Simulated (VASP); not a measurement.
# B3As2 (P6/mmm) in VASP: notebook

B3As2 is run at these levels: PBE; tasks: single point, relaxation of cell and atoms.

Everything below comes from runs of VASP 6.6.1. Logs are shortened: lines on timing, memory, paths and dates and some standing lists are left out, and cuts for length are marked.

### 1 The cell of the first run

It takes space group P6/mmm (No. 191, hexagonal). The conventional cell has a = 4.569 Å, b = 4.569 Å, c = 4.287 Å, α = 90.00°, β = 90.00°, γ = 120.00°. B (site symmetry 6mm) has 2 B at 1.41 to 1.47 Å within 1.9 Å. Within 1.9 Å of B (site symmetry 6/mmm) lie 2 B at 1.41 Å. Within 3.5 Å of As (site symmetry -6m2) lie 3 As at 2.64 Å and 12 B at 2.74 to 3.40 Å.

### 2 Single point, PBE

File INCAR:

```
PREC = Accurate
ENCUT = 520
EDIFF = 1E-7
ISMEAR = 0
SIGMA = 0.1
LREAL = F
LASPH = T
NELM = 60
ALGO = Normal
ISIF = 2
LWAVE = F
LCHARG = T
GGA = PE
LELF = T
LVHAR = T
NBANDS = 18
```

File KPOINTS:

```
Automatic mesh
0
Gamma
  6 6 4
```

File POSCAR:

```
B3As2
1.0
    4.5689512400      0.0000000000      0.0000000000
   -2.2844756200      3.9568278500      0.0000000000
    0.0000000000      0.0000000000      4.2872838700
B As
3 2
Direct
    0.0000000000      0.0000000000      0.1711158600
    0.0000000000      0.0000000000      0.8288841400
    0.0000000000      0.0000000000      0.5000000000
    0.3333333300      0.6666666700      0.0000000000
    0.6666666700      0.3333333300      0.0000000000
```

Potentials or basis: VASP PAW PBE potentials, release 64 (B, As).

Started as:

```bash
cat potpaw_PBE.64/B/POTCAR potpaw_PBE.64/As/POTCAR > POTCAR
mpirun -np 1 vasp_std > vasp.out
```

OUTCAR:

```text
PREC = Accurate
   ENCUT = 520
   EDIFF = 1E-7
   ISMEAR = 0
   LREAL = F
   LASPH = T
   NELM = 60
   ISIF = 2
   GGA = PE

 ion  position               nearest neighbor table
   1  0.000  0.000  0.171-   3 1.41   2 1.47
   2  0.000  0.000  0.829-   3 1.41   1 1.47
   3  0.000  0.000  0.500-   1 1.41   2 1.41
   4  0.333  0.667  0.000-   5 2.64   5 2.64   5 2.64
   5  0.667  0.333  0.000-   4 2.64   4 2.64   4 2.64

  LATTYP: Found a hexagonal cell.
 ALAT       =     4.5689512400
 C/A-ratio  =     0.9383518547

  Lattice vectors:

 A1 = (   4.5689512400,   0.0000000000,   0.0000000000)
 A2 = (  -2.2844756200,   3.9568278500,   0.0000000000)
 A3 = (   0.0000000000,   0.0000000000,   4.2872838700)

Analysis of symmetry for initial positions (statically):
=====================================================================
 Subroutine PRICEL returns:
 Original cell was already a primitive cell.

 Routine SETGRP: Setting up the symmetry group for a
 hexagonal supercell.

 Subroutine GETGRP returns: Found 24 space group operations
 (whereof 24 operations were pure point group operations)
 out of a pool of 24 trial point group operations.

The static configuration has the point symmetry D_6h.

Analysis of symmetry for dynamics (positions and initial velocities):
=====================================================================
 Subroutine PRICEL returns:
 Original cell was already a primitive cell.

 Routine SETGRP: Setting up the symmetry group for a
 hexagonal supercell.

 Subroutine GETGRP returns: Found 24 space group operations
 (whereof 24 operations were pure point group operations)
 out of a pool of 24 trial point group operations.

The dynamic configuration has the point symmetry D_6h.

 Subroutine INISYM returns: Found 24 space group operations
 (whereof 24 operations are pure point group operations),
 and found     1 'primitive' translations

----------------------------------------------------------------------------------------

                                     Primitive cell

  volume of cell :      77.5079

  direct lattice vectors                    reciprocal lattice vectors
     4.568951240  0.000000000  0.000000000     0.218868608  0.126363850  0.000000000
    -2.284475620  3.956827850  0.000000000     0.000000000  0.252727700  0.000000000
     0.000000000  0.000000000  4.287283870     0.000000000  0.000000000  0.233247909

  length of vectors
     4.568951240  4.568951247  4.287283870     0.252727700  0.252727700  0.233247909

  position of ions in fractional coordinates (direct lattice)
     0.000000000  0.000000000  0.171115860
     0.000000000  0.000000000  0.828884140
     0.000000000  0.000000000  0.500000000
     0.333333330  0.666666670  0.000000000
     0.666666670  0.333333330  0.000000000

  ion indices of the primitive-cell ions
   primitive index   ion index
                 1           1
                 2           2
                 3           3
                 4           4
                 5           5

----------------------------------------------------------------------------------------

 KPOINTS: Automatic mesh

Automatic generation of k-mesh.
 Grid dimensions read from file:
 generate k-points for:    6    6    4

 Generating k-lattice:

  Cartesian coordinates                     Fractional coordinates (reciprocal lattice)
     0.036478101  0.021060642  0.000000000     0.166666667 -0.000000000  0.000000000
     0.000000000  0.042121283  0.000000000     0.000000000  0.166666667  0.000000000
     0.000000000  0.000000000  0.058311977     0.000000000  0.000000000  0.250000000

  Length of vectors
     0.042121283  0.042121283  0.058311977

  Shift w.r.t. Gamma in fractional coordinates (k-lattice)
     0.000000000  0.000000000  0.000000000

 Subroutine IBZKPT returns following result:
 ===========================================

 Found     21 irreducible k-points:

 Following reciprocal coordinates:
            Coordinates               Weight
  0.000000  0.000000  0.000000      1.000000
  0.166667  0.000000  0.000000      6.000000
  0.333333  0.000000  0.000000      6.000000
  0.500000  0.000000  0.000000      3.000000
  0.166667  0.166667  0.000000      6.000000
  0.333333  0.166667  0.000000     12.000000
[... 13 lines left out ...]
  0.333333  0.166667  0.500000     12.000000
  0.333333  0.333333  0.500000      2.000000
   k-points           NKPTS =     21   k-points in BZ     NKDIM =     21   number of bands    NBANDS=     18
   number of dos      NEDOS =    301   number of ions     NIONS =      5
   total plane-waves  NPLWV =  41472
   dimension x,y,z NGX =    36 NGY =   36 NGZ =   32
   dimension x,y,z NGXF=    72 NGYF=   72 NGZF=   64
   ions per type =               3   2
   NGX,Y,Z   is equivalent  to a cutoff of  13.10, 13.10, 12.41 a.u.
   NGXF,Y,Z  is equivalent  to a cutoff of  26.20, 26.20, 24.82 a.u.
 SYSTEM =  unknown system
   PREC   = accura    normal or accurate (medium, high low for compatibility)
   ISTART =      0    job   : 0-new  1-cont  2-samecut
   ICHARG =      2    charge: 1-file 2-atom 10-const
   ISPIN  =      1    spin polarized calculation?
   LNONCOLLINEAR =      F non collinear calculations
   LSORBIT =      F    spin-orbit coupling
   LASPH  =      T    aspherical Exc in radial PAW
   ENCUT  =  520.0 eV  38.22 Ry    6.18 a.u.   8.50  8.50  7.97*2*pi/ulx,y,z
   NELM   =     60;   NELMIN=  2; NELMDL= -5     # of ELM steps
   EDIFF  = 0.1E-06   stopping-criterion for ELM
   LREAL  =      F    real-space projection
   EDIFFG = 0.1E-05   stopping-criterion for IOM
   NSW    =      0    number of steps for IOM
   IBRION =     -1    ionic relax: 0-MD 1-quasi-New 2-CG
   NFREE  =      0    steps in history (QN), initial steepest desc. (CG)
   ISIF   =      2    stress and relaxation
   ISYM   =      2    0-nonsym 1-usesym 2-fastsym
   POTIM  = 0.5000    time-step for ionic-motion
   TEBEG  =    0.0;   TEEND  =   0.0 temperature during run
   PSTRESS=    0.0 pullay stress
   NELECT =      19.0000    total number of electrons
   NUPDOWN=      -1.0000    fix difference up-down
   EMIN   =  10.00;   EMAX   =-10.00  energy-range for DOS
   EFERMI =   0.00;   METHOD = LEGACY
   ISMEAR =     0;   SIGMA  =   0.10  broadening in eV -4-tet -1-fermi 0-gaus
   EFERMI_NEDOS =   21; number of points for ismear=-14 and -15
   IALGO  =     38    algorithm
   IMIX   =      4    mixing-type and parameters
     AMIX     =   0.40;   BMIX     =  1.00
     AMIX_MAG =   1.60;   BMIX_MAG =  1.00
  volume/ion in A,a.u.               =      15.50       104.61
  Fermi-wavevector in a.u.,A,eV,Ry     =   1.024576  1.936167 14.282789  1.049755
  Thomas-Fermi vector in A             =   2.158370
   LORBIT       =      0    0 simple, 1 ext, 2 COOP (PROOUT), +10 PAW based schemes
   GGA     = PE    functional components
   LHFCALC =     F    Hartree Fock is set to
   AEXX    =    0.0000 exact exchange contribution
   IVDW    =     0    specifies the selected vdW correction
   LEPSILON=     F    determine dielectric tensor
   LRPA    =     F    only Hartree local field effects (RPA)
 non-spin polarized calculation
 Gauss-broadening in eV      SIGMA  =   0.10
  energy-cutoff  :      520.00
  volume of cell :       77.51
 maximum number of plane-waves:      2100
 NGX is ok and might be reduce to    36
   NGX = 17   NGY = 17   NGZ = 15

 number of electron      19.0000000 magnetization

 Free energy of the ion-electron system (eV)
  ---------------------------------------------------
  ext. energy  EPLUGINS =         0.00000000
  ---------------------------------------------------
  free energy    TOTEN  =       -23.63316315 eV

  energy without entropy =      -23.62315417  energy(sigma->0) =      -23.62815866

 E-fermi :   3.6232     XC(G=0):  -9.6721

 val. band max:        3.4928975039   @ k =   0.5000   0.0000   0.2500
 cond. band min:       3.6429464073   @ k =   0.1667   0.0000   0.5000
 fundamental gap:      0.1500489034
 Fermi energy:         3.6232067041

 k-point     1 :       0.0000    0.0000    0.0000
  band No.  band energies     occupation
      1     -10.5420      2.00000
      2      -4.2197      2.00000
      3      -3.7002      2.00000
      4      -2.4658      2.00000
      5      -1.7724      2.00000
      6      -0.5171      2.00000
[... 10 lines left out ...]
     17      12.1462      0.00000
     18      12.1462      0.00000

 k-point     2 :       0.1667    0.0000    0.0000
  band No.  band energies     occupation
      1     -10.3012      2.00000
      2      -4.8670      2.00000
      3      -4.3956      2.00000
      4      -2.3557      2.00000
      5      -2.0676      2.00000
      6      -1.5571      2.00000
[... 10 lines left out ...]
     17      11.1865      0.00000
     18      11.6005      0.00000

 k-point     3 :       0.3333    0.0000    0.0000
  band No.  band energies     occupation
      1      -9.5893      2.00000
      2      -6.6731      2.00000
      3      -4.8556      2.00000
      4      -2.3033      2.00000
      5      -2.1326      2.00000
      6      -2.1080      2.00000
[... 10 lines left out ...]
     17      10.0343      0.00000
     18      10.7157      0.00000

 k-point     4 :       0.5000    0.0000    0.0000
  band No.  band energies     occupation
      1      -8.6885      2.00000
      2      -8.0005      2.00000
      3      -5.0244      2.00000
      4      -2.5557      2.00000
      5      -2.1132      2.00000
      6      -1.9660      2.00000
[... 10 lines left out ...]
     17      10.5618      0.00000
     18      10.5966      0.00000

 k-point     5 :       0.1667    0.1667    0.0000
  band No.  band energies     occupation
      1      -9.8234      2.00000
      2      -5.7867      2.00000
      3      -5.4480      2.00000
      4      -2.3238      2.00000
      5      -2.1752      2.00000
      6      -0.6642      2.00000
[... 10 lines left out ...]
     17      10.8548      0.00000
     18      11.1431      0.00000

 k-point     6 :       0.3333    0.1667    0.0000
  band No.  band energies     occupation
      1      -8.9048      2.00000
      2      -7.3719      2.00000
      3      -5.9609      2.00000
      4      -2.3301      2.00000
      5      -1.9725      2.00000
      6      -0.9661      2.00000
[... 10 lines left out ...]
     17       9.8934      0.00000
     18      11.4862      0.00000

 k-point     7 :       0.3333    0.3333    0.0000
  band No.  band energies     occupation
      1      -7.9377      2.00000
      2      -7.9377      2.00000
      3      -6.9490      2.00000
      4      -2.3010      2.00000
      5      -1.9052      2.00000
      6       1.0929      2.00000
[... 10 lines left out ...]
     17       9.5651      0.00000
     18      11.6027      0.00000

 k-point     8 :       0.0000    0.0000    0.2500
  band No.  band energies     occupation
      1     -10.4157      2.00000
      2      -4.7166      2.00000
      3      -3.6323      2.00000
      4      -3.0188      2.00000
      5      -0.6245      2.00000
      6      -0.1501      2.00000
[... 10 lines left out ...]
     17      10.8643      0.00000
     18      10.8643      0.00000
[... 166 lines left out ...]
     17      11.1703      0.00000
     18      12.2652      0.00000

 k-point    17 :       0.3333    0.0000    0.5000
  band No.  band energies     occupation
      1      -9.3318      2.00000
      2      -6.3569      2.00000
      3      -4.8663      2.00000
      4      -4.2210      2.00000
      5      -1.8365      2.00000
      6      -0.0030      2.00000
[... 10 lines left out ...]
     17      12.7399      0.00000
     18      12.9118      0.00000

 k-point    18 :       0.5000    0.0000    0.5000
  band No.  band energies     occupation
      1      -8.4934      2.00000
      2      -7.6233      2.00000
      3      -4.7193      2.00000
      4      -4.4263      2.00000
      5      -2.0960      2.00000
      6      -0.3666      2.00000
[... 10 lines left out ...]
     17      12.5284      0.00000
     18      13.8605      0.00000

 k-point    19 :       0.1667    0.1667    0.5000
  band No.  band energies     occupation
      1      -9.5619      2.00000
      2      -5.6131      2.00000
      3      -4.9351      2.00000
      4      -4.7160      2.00000
      5      -0.3832      2.00000
      6       0.0043      2.00000
[... 10 lines left out ...]
     17      12.7221      0.00000
     18      13.0025      0.00000

 k-point    20 :       0.3333    0.1667    0.5000
  band No.  band energies     occupation
      1      -8.6663      2.00000
      2      -7.0869      2.00000
      3      -5.3907      2.00000
      4      -4.7248      2.00000
      5      -0.6191      2.00000
      6      -0.1312      2.00000
[... 10 lines left out ...]
     17      13.2386      0.00000
     18      14.0278      0.00000

 k-point    21 :       0.3333    0.3333    0.5000
  band No.  band energies     occupation
      1      -7.7461      2.00000
      2      -7.7461      2.00000
      3      -6.2724      2.00000
      4      -4.6524      2.00000
      5       0.0306      2.00000
      6       0.3425      2.00000
[... 10 lines left out ...]
     17      14.0234      0.00000
     18      14.0454      0.00000

------------------------ aborting loop because EDIFF is reached ----------------------------------------

  FORCE on cell =-STRESS in cart. coord.  units (eV):
  Direction    XX          YY          ZZ          XY          YZ          ZX
  --------------------------------------------------------------------------------------
  -------------------------------------------------------------------------------------
  Total       -0.1376514     -0.1376514     23.2090200      0.0000000      0.0000000      0.0000000
  in kB       -2.8454125     -2.8454125    479.7571615      0.0000000      0.0000000      0.0000000
  external PRESSURE =     158.0221122 kB  Pullay stress =       0.0000000 kB

 VOLUME and BASIS-vectors are now :
 -----------------------------------------------------------------------------
  energy-cutoff  :      520.00
  volume of cell :       77.51
      direct lattice vectors                 reciprocal lattice vectors
     4.568951240  0.000000000  0.000000000     0.218868608  0.126363850  0.000000000
    -2.284475620  3.956827850  0.000000000     0.000000000  0.252727700  0.000000000
     0.000000000  0.000000000  4.287283870     0.000000000  0.000000000  0.233247909

 POSITION                                       TOTAL-FORCE (eV/Angst)
 -----------------------------------------------------------------------------------
      0.00000      0.00000      0.73362         0.000000      0.000000     -1.854886
      0.00000      0.00000      3.55366         0.000000      0.000000      1.854886
      0.00000      0.00000      2.14364         0.000000      0.000000      0.000000
     -0.00000      2.63789      0.00000         0.000000     -0.000000      0.000000
      2.28448      1.31894      0.00000        -0.000000     -0.000000      0.000000
 -----------------------------------------------------------------------------------
    total drift:                               -0.000000      0.000000     -0.000000

  FREE ENERGIE OF THE ION-ELECTRON SYSTEM (eV)
  ---------------------------------------------------
  free  energy   TOTEN  =       -23.6331631451 eV

  energy  without entropy=      -23.6231541698  energy(sigma->0) =      -23.62815866
```

Wall time 13 s (1 thread of Intel Xeon 6975P-C (Granite Rapids), shared host); peak memory 0.2 GiB.

What came out:

| Item | Value |
| --- | --- |
| Free energy | -23.6332 eV |
| Pressure | 15.8 GPa |
| Largest force | 1.855 eV/Å |

Forces in eV/Å, atoms in the order of the input:
```
B    0.000  0.000 -1.855
B    0.000  0.000  1.855
B    0.000  0.000  0.000
As   0.000  0.000  0.000
As   0.000  0.000  0.000
```

Caveat: the k points lie up to 0.37 Å⁻¹ apart; forces of over 1 eV/Å act on the atoms, so gaps and moduli don't describe the material at rest.

### 3 Single point, PBE

This run uses another cell than the first one, of 16.85 Å³/atom, 1.087 times its volume.

File INCAR:

```
ALGO = Normal
EDIFF = 1E-6
ENCUT = 520
GGA = PE
ISIF = 2
ISMEAR = 0
LASPH = True
LCHARG = False
LREAL = False
LWAVE = False
NBANDS = 18
NELM = 100
PREC = Accurate
SIGMA = 0.1
```

File KPOINTS:

```
k-points
0
Gamma
  6 6 4
```

File POSCAR:

```
B3As2
1.0
    4.5435777774      0.0000000000      0.0000000000
   -2.2717888887      3.9348537793      0.0000000000
    0.0000000000      0.0000000000      4.7135445997
B As
3 2
Direct
    0.0000000000      0.0000000000      0.1690955809
    0.0000000000      0.0000000000      0.8309044191
    0.0000000000      0.0000000000      0.5000000000
    0.3333333333      0.6666666667      0.0000000000
    0.6666666667      0.3333333333      0.0000000000
```

Potentials or basis: VASP PAW PBE potentials, release 64 (B, As).

Started as:

```bash
cat potpaw_PBE.64/B/POTCAR potpaw_PBE.64/As/POTCAR > POTCAR
mpirun -np 1 vasp_std > vasp.out
```

OUTCAR:

```text
EDIFF = 1E-6
   ENCUT = 520
   GGA = PE
   ISIF = 2
   ISMEAR = 0
   LASPH = True
   LREAL = False
   NELM = 100
   PREC = Accurate

 ion  position               nearest neighbor table
   1  0.000  0.000  0.169-   3 1.56   2 1.59
   2  0.000  0.000  0.831-   3 1.56   1 1.59
   3  0.000  0.000  0.500-   1 1.56   2 1.56
   4  0.333  0.667  0.000-   5 2.62   5 2.62   5 2.62
   5  0.667  0.333  0.000-   4 2.62   4 2.62   4 2.62

  LATTYP: Found a hexagonal cell.
[... 638 lines left out ...]
  --------------------------------------------------------------------------------------
  -------------------------------------------------------------------------------------
  Total        0.0685539      0.0685539      0.1448688     -0.0000000      0.0000000      0.0000000
  in kB        1.3033731      1.3033731      2.7543009     -0.0000000      0.0000000      0.0000000
  external PRESSURE =       1.7870157 kB  Pullay stress =       0.0000000 kB

 VOLUME and BASIS-vectors are now :
 -----------------------------------------------------------------------------
  energy-cutoff  :      520.00
  volume of cell :       84.27
      direct lattice vectors                 reciprocal lattice vectors
     4.543577777  0.000000000  0.000000000     0.220090873  0.127069525  0.000000000
    -2.271788889  3.934853779  0.000000000     0.000000000  0.254139050  0.000000000
     0.000000000  0.000000000  4.713544600     0.000000000  0.000000000  0.212154564

 POSITION                                       TOTAL-FORCE (eV/Angst)
 -----------------------------------------------------------------------------------
      0.00000      0.00000      0.79704        -0.000000      0.000000     -0.003448
      0.00000      0.00000      3.91651        -0.000000     -0.000000      0.003448
      0.00000      0.00000      2.35677        -0.000000     -0.000000      0.000000
     -0.00000      2.62324      0.00000         0.000000     -0.000000      0.000000
      2.27179      1.31162      0.00000        -0.000000      0.000000     -0.000000
 -----------------------------------------------------------------------------------
    total drift:                               -0.000000      0.000000      0.000000

  FREE ENERGIE OF THE ION-ELECTRON SYSTEM (eV)
  ---------------------------------------------------
  free  energy   TOTEN  =       -24.7135364458 eV

  energy  without entropy=      -24.7032470178  energy(sigma->0) =      -24.70839173
```

stdout:

```text
POSCAR found type information on POSCAR B As
 POSCAR found :  2 types and       5 ions
 scaLAPACK will be used
 LDA part: xc-table for (Slater+PW92), standard interpolation
 POSCAR, INCAR and KPOINTS ok, starting setup
 FFT: planning ... GRIDC
 FFT: planning ... GRID_SOFT
 FFT: planning ... GRID
 WAVECAR not read
 entering main loop
```

It took 14 s on 1 thread of Intel Xeon 6975P-C (Granite Rapids), shared host; peak memory 0.2 GiB.

What came out:

```yaml
Free_energy: -24.7135 eV
Pressure: 0.2 GPa
Largest_force: 0.003 eV/Å
```

Forces in eV/Å, atoms in the order of the input:
```
B    0.000  0.000 -0.003
B    0.000  0.000  0.003
B    0.000  0.000  0.000
As   0.000  0.000  0.000
As   0.000  0.000  0.000
```

(Continued in part 2 of 2.)
